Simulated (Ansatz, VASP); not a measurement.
# C: VASP beside Ansatz

Contents of INCAR:

```
PREC     = Accurate       # precision mode
ENCUT    = 600            # plane-wave cutoff, eV
EDIFF    = 1E-7           # SCF threshold, eV
ISMEAR   = 0              # smearing method
SIGMA    = 0.02           # smearing width, eV
LREAL    = F              # projectors in reciprocal space
LASPH    = T              # aspherical terms in the spheres
NELM     = 120            # most SCF steps
ALGO     = Normal         # electronic algorithm
ISIF     = 3              # what is computed and relaxed
LWAVE    = F              # write WAVECAR
LCHARG   = F              # write CHGCAR
GGA      = PS             # functional
IBRION   = 2              # ionic algorithm
NSW      = 100            # ionic steps
EDIFFG   = -0.002         # ionic threshold
GGA_COMPAT= F            
NELMIN   = 4
```

KPOINTS

```
regular mesh
0
Gamma
  9 9 6
```

Contents of POSCAR:

```
C
1.0
    2.4983272128      0.0000000000      0.0000000000
   -1.2491636064      2.1636148332      0.0000000000
    0.0000000000      0.0000000000      4.1607631057
C
4
Direct
    0.3333333333      0.6666666667     -0.0001397423
    0.6666666667      0.3333333333      0.4998602577
    0.3333333333      0.6666666667      0.3741397423
    0.6666666667      0.3333333333      0.8741397423
```

Input for Ansatz:

```yaml
crystal:
  lattice:
    - [2.4983272128, 0.0, 0.0]
    - [-1.2491636064, 2.1636148332, 0.0]
    - [0.0, 0.0, 4.1607631057]
  atoms:
    - { symbol: C, position: [0.3333333333, 0.6666666667, -0.0001397423] }
    - { symbol: C, position: [0.6666666667, 0.3333333333, 0.4998602577] }
    - { symbol: C, position: [0.3333333333, 0.6666666667, 0.3741397423] }
    - { symbol: C, position: [0.6666666667, 0.3333333333, 0.8741397423] }
basis:
  ecutwfc: 600.0
kpoints:
  mp_grid: { grid: [9, 9, 6] }
hamiltonian:
  xc: pbesol
  pseudopotentials: { kind: paw, azcp: { folder: soft_1 } }
scf:
  occupations: { method: gaussian, width: 0.02 }
output:
  forces: true
  stress: true
  eigenvalues: true
  write_density: true
  write_potential: true
  elf: true
  volumetric_format: npy
relax:
  adjacent_minimum: "off"
  f_tol: 0.002
  max_steps: 80
  cell: { stress_tol: 0.02 }
```

Alike in both runs: task relaxation of cell and atoms; functional PBEsol; k mesh 9 × 9 × 6; occupations gaussian, width 0.02 eV; no spin polarisation.

|  | VASP | Ansatz |
| --- | --- | --- |
| version | VASP 6.6.1 | Ansatz 0.2.0 |
| potentials or method | VASP PAW PBE potentials, release 64 (C), cutoff 600 eV | scalar-relativistic, plane waves, PAW |
| valence electrons in the cell | 16 | 16 |

|  | VASP | Ansatz | Ansatz less VASP |
| --- | --- | --- | --- |
| gap on the k mesh at the Fermi level, each at its own relaxed structure (eV) | 3.05 | 3.06 | +0.018 |
| relaxed volume (Å³/atom) | 5.63 | 5.62 | -0.006 |
| relaxed cell length with the largest relative difference (Å) | 2.500 | 2.499 | -0.0009 |

VASP's potentials were made for PBE, not for PBEsol, and Ansatz warns of the same on its side.
